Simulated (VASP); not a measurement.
# Sb (Pm-3m) in VASP: a series of runs, part 2 of 2

VASP 6.6.1.

## 4. Single point, revPBE (volume scaled by 1.08)

Input file INCAR:

```
PREC     = Accurate       # precision mode
ENCUT    = 500            # plane-wave cutoff, eV
EDIFF    = 1E-6           # SCF threshold, eV
ISMEAR   = -1             # smearing method
SIGMA    = 0.1            # smearing width, eV
LREAL    = False          # projectors in reciprocal space
LASPH    = True           # aspherical terms in the spheres
NELM     = 120            # most SCF steps
ALGO     = Normal         # electronic algorithm
ISIF     = 2              # what is computed and relaxed
LWAVE    = False          # write WAVECAR
LCHARG   = True           # write CHGCAR
GGA      = RE             # functional
LELF     = True           # ELF
LVHAR    = True         
NBANDS   = 8              # bands
GGA_COMPAT= False
```

Input file KPOINTS:

```
regular mesh
0
Gamma
  11 11 11
```

Input file POSCAR:

```
Sb
1.0
    3.2039477072      0.0000000000      0.0000000000
    0.0000000000      3.2039477072      0.0000000000
    0.0000000000      0.0000000000      3.2039477072
Sb
1
Direct
    0.0000000000      0.0000000000      0.0000000000
```

Potentials or basis: VASP PAW PBE potentials, release 64 (Sb).

Started as:

```
> cat potpaw_PBE.64/Sb/POTCAR > POTCAR
> mpirun -np 1 vasp_std > vasp.out
```

OUTCAR:

```text
PREC = Accurate
   ENCUT = 500
   EDIFF = 1E-6
   ISMEAR = -1
   LREAL = False
   LASPH = True
   NELM = 120
   ISIF = 2
   GGA = RE

 ion  position               nearest neighbor table
   1  0.000  0.000  0.000-

  LATTYP: Found a simple cubic cell.
 ALAT       =     3.2039477072

  Lattice vectors:

 A1 = (   3.2039477072,   0.0000000000,   0.0000000000)
 A2 = (   0.0000000000,   3.2039477072,   0.0000000000)
 A3 = (   0.0000000000,   0.0000000000,   3.2039477072)

Analysis of symmetry for initial positions (statically):
=====================================================================
 Subroutine PRICEL returns:
 Original cell was already a primitive cell.

 Routine SETGRP: Setting up the symmetry group for a
 simple cubic supercell.

 Subroutine GETGRP returns: Found 48 space group operations
 (whereof 48 operations were pure point group operations)
 out of a pool of 48 trial point group operations.

The static configuration has the point symmetry O_h .
[... 153 lines left out ...]
  ext. energy  EPLUGINS =         0.00000000
  ---------------------------------------------------
  free energy    TOTEN  =        -3.74620906 eV

  energy without entropy =       -3.72275798  energy(sigma->0) =       -3.73448352

 E-fermi :   5.9879     XC(G=0):  -9.1531

 val. band max:        5.8940562475   @ k =   0.1818   0.0909   0.0000
 cond. band min:       5.9965764776   @ k =   0.1818   0.0909   0.0909
 fundamental gap:      0.1025202301
 Fermi energy:         5.9879203943

 k-point     1 :       0.0000    0.0000    0.0000
  band No.  band energies     occupation
      1      -5.6265      2.00000
      2       9.0676      0.00000
      3       9.0676      0.00000
      4       9.0676      0.00000
      5      12.8436      0.00000
      6      12.8436      0.00000
      7      13.7951      0.00000
      8      23.0962      0.00000
[... 243 lines left out ...]
 k-point    24 :       0.2727    0.0909    0.0909
  band No.  band energies     occupation
      1      -4.4897      2.00000
      2       4.0572      2.00000
      3       8.7148      0.00000
      4       8.8948      0.00000
      5      15.1153      0.00000
      6      15.4239      0.00000
      7      17.4708      0.00000
      8      17.6608      0.00000

 [... further k-points ...]
[... 5 lines left out ...]
  --------------------------------------------------------------------------------------
  -------------------------------------------------------------------------------------
  Total       -0.6142937     -0.6142937     -0.6142937      0.0000000     -0.0000000      0.0000000
  in kB      -29.9247391    -29.9247391    -29.9247391      0.0000000     -0.0000000      0.0000000
  external PRESSURE =     -29.9247391 kB  Pullay stress =       0.0000000 kB

 VOLUME and BASIS-vectors are now :
 -----------------------------------------------------------------------------
  energy-cutoff  :      500.00
  volume of cell :       32.89
      direct lattice vectors                 reciprocal lattice vectors
     3.203947707  0.000000000  0.000000000     0.312114957  0.000000000  0.000000000
     0.000000000  3.203947707  0.000000000     0.000000000  0.312114957  0.000000000
     0.000000000  0.000000000  3.203947707     0.000000000  0.000000000  0.312114957

 POSITION                                       TOTAL-FORCE (eV/Angst)
 -----------------------------------------------------------------------------------
      0.00000      0.00000      0.00000         0.000000      0.000000      0.000000
 -----------------------------------------------------------------------------------
    total drift:                               -0.000000      0.000000      0.000000

  FREE ENERGIE OF THE ION-ELECTRON SYSTEM (eV)
  ---------------------------------------------------
  free  energy   TOTEN  =        -3.7462090617 eV

  energy  without entropy=       -3.7227579785  energy(sigma->0) =       -3.73448352
```

OSZICAR:

```text
N       E                     dE             d eps       ncg     rms          rms(c)
DAV:   1     0.520221886122E+01    0.52022E+01   -0.15389E+03   896   0.384E+02
DAV:   2    -0.363035360329E+01   -0.88326E+01   -0.84430E+01  1320   0.505E+01
DAV:   3    -0.373811976120E+01   -0.10777E+00   -0.10742E+00  1024   0.635E+00
DAV:   4    -0.373863039214E+01   -0.51063E-03   -0.51061E-03  1440   0.527E-01
DAV:   5    -0.373863253718E+01   -0.21450E-05   -0.21441E-05  1096   0.205E-02    0.168E+00
DAV:   6    -0.374287563505E+01   -0.42431E-02   -0.19342E-03  1184   0.258E-01    0.988E-01
DAV:   7    -0.374607534420E+01   -0.31997E-02   -0.47723E-03   952   0.397E-01    0.856E-02
DAV:   8    -0.374619871336E+01   -0.12337E-03   -0.20157E-04  1280   0.923E-02    0.775E-03
DAV:   9    -0.374620707604E+01   -0.83627E-05   -0.80735E-06  1128   0.165E-02    0.289E-03
DAV:  10    -0.374620917195E+01   -0.20959E-05   -0.36527E-06  1064   0.100E-02    0.158E-03
DAV:  11    -0.374620906171E+01    0.11024E-06   -0.10697E-07   872   0.208E-03
   1 F= -.37462091E+01 E0= -.37344835E+01  d E =-.234511E-01
```

stdout:

```text
POSCAR found type information on POSCAR Sb
 POSCAR found :  1 types and       1 ions
 scaLAPACK will be used
 -----------------------------------------------------------------------------
|                                                                             |
|                                                                             |
|     You enforced a specific xc type in the INCAR file but a different       |
|     I HOPE YOU KNOW WHAT YOU ARE DOING!                                     |
|                                                                             |
 -----------------------------------------------------------------------------

 LDA part: xc-table for (Slater+PW92), standard interpolation
 POSCAR, INCAR and KPOINTS ok, starting setup
 FFT: planning ... GRIDC
 FFT: planning ... GRID_SOFT
 FFT: planning ... GRID
 WAVECAR not read
 entering main loop
```

Run time: 5.5 s. Hardware: 1 thread of Intel Xeon 6975P-C, shared host; peak memory 0.14 GiB.

Results:

- Free energy: -3.7462 eV
- Pressure: -3.0 GPa

Levels at points of the mesh, in eV from the Fermi level:
```tsv
k point	band 1	band 2	band 3	band 4	band 5	band 6
(0.00, 0.00, 0.00)	-11.61	3.08	3.08	3.08	6.86	6.86
```

Caveat: the PAW data sets were made with another functional, which shifts forces and pressure a little; spin-orbit coupling is left out, which moves the levels of the heavy elements.

## 5. Single point, revPBE (volume scaled by 1.12)

Input file INCAR:

```
SYSTEM = Sb
PREC     = Accurate       ! precision mode
ENCUT    = 500            ! plane-wave cutoff, eV
EDIFF    = 1E-6           ! SCF threshold, eV
ISMEAR   = -1             ! smearing method
SIGMA    = 0.1            ! smearing width, eV
LREAL    = .False.        ! projectors in reciprocal space
LASPH    = .True.         ! aspherical terms in the spheres
NELM     = 120            ! most SCF steps
ALGO     = Normal         ! electronic algorithm
ISIF     = 2              ! what is computed and relaxed
LWAVE    = .False.        ! write WAVECAR
LCHARG   = .False.        ! write CHGCAR
GGA      = RE             ! functional
NBANDS   = 8              ! bands
GGA_COMPAT= .False.
```

Input file KPOINTS:

```
Automatic mesh
0
Gamma
  11 11 11
  0 0 0
```

Input file POSCAR:

```
Sb
1.0
    3.2430240914      0.0000000000      0.0000000000
    0.0000000000      3.2430240914      0.0000000000
    0.0000000000      0.0000000000      3.2430240914
Sb
1
Direct
    0.0000000000      0.0000000000      0.0000000000
```

Started as:

```
> cat potpaw_PBE.64/Sb/POTCAR > POTCAR
> mpirun -np 1 vasp_std > vasp.out
```

It took 5.8 s on 1 thread of Intel Xeon 6975P-C, shared host; peak memory 0.14 GiB.

It converged, with:

| Property | Result |
| --- | --- |
| Free energy | -3.7185 eV |
| Pressure | -4.2 GPa |

Levels at points of the mesh, in eV from the Fermi level:
| k point | band 1 | band 2 | band 3 | band 4 | band 5 | band 6 | band 7 |
| --- | --- | --- | --- | --- | --- | --- | --- |
| (0.00, 0.00, 0.00) | -11.38 | 2.98 | 2.98 | 2.98 | 6.82 | 6.82 | 7.59 |

Caveat: the PAW data sets were made with another functional, which shifts forces and pressure a little; spin-orbit coupling is left out, which moves the levels of the heavy elements.

## 6. Summary

```tsv
cell	gap on the mesh (eV)	pressure (GPa)
a = 3.123 Å, 1 atom	none	0.5
a = 3.164 Å, 1 atom	none	-1.4
a = 3.204 Å, 1 atom	none	-3.0
a = 3.243 Å, 1 atom	none	-4.2
```

Alike in all rows: task single point; level revPBE; potentials or basis VASP PAW PBE potentials, release 64 (Sb); no spin polarisation; k mesh 11 × 11 × 11; cutoff (eV) 500; smearing fermi-dirac 0.1 eV.

Caveats: the PAW data sets were made with another functional, which shifts forces and pressure a little; spin-orbit coupling is left out, which moves the levels of the heavy elements.

Total energies depend on the potentials used, so only differences within one code and one set of settings carry meaning.
